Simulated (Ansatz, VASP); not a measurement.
# One calculation of In, two programs

```
In
1.0
     0.00000    2.99969    2.99969
     2.99969    0.00000    2.99969
     2.99969    2.99969    0.00000
In
2
Direct
  0.87500 0.87500 0.87500
  0.12500 0.12500 0.12500
```

Change from the starting cell: volume scaled by 0.8, LAPW.

Alike in both runs: task single point; functional LDA; k mesh 12 × 12 × 12; occupations fermi-dirac, width 0.05 eV; no spin polarisation.

```csv
,VASP,Ansatz
version,VASP 6.6.1,Ansatz 0.2.0
potentials or method,"VASP PAW LDA potentials, release 64 (In_d), cutoff 520 eV","all-electron LAPW, scalar-relativistic"
```

VASP gave:

| Quantity | Value |
| --- | --- |
| pressure (GPa) | 13.0 |

Question: What did Ansatz give for the same quantities?

Answer: Pressure (GPa): 12.8.

LDA's correlation is that of Perdew and Zunger in VASP and of Perdew and Wang (1992) in Ansatz. Ansatz ran all-electron here, and VASP with PAW potentials.
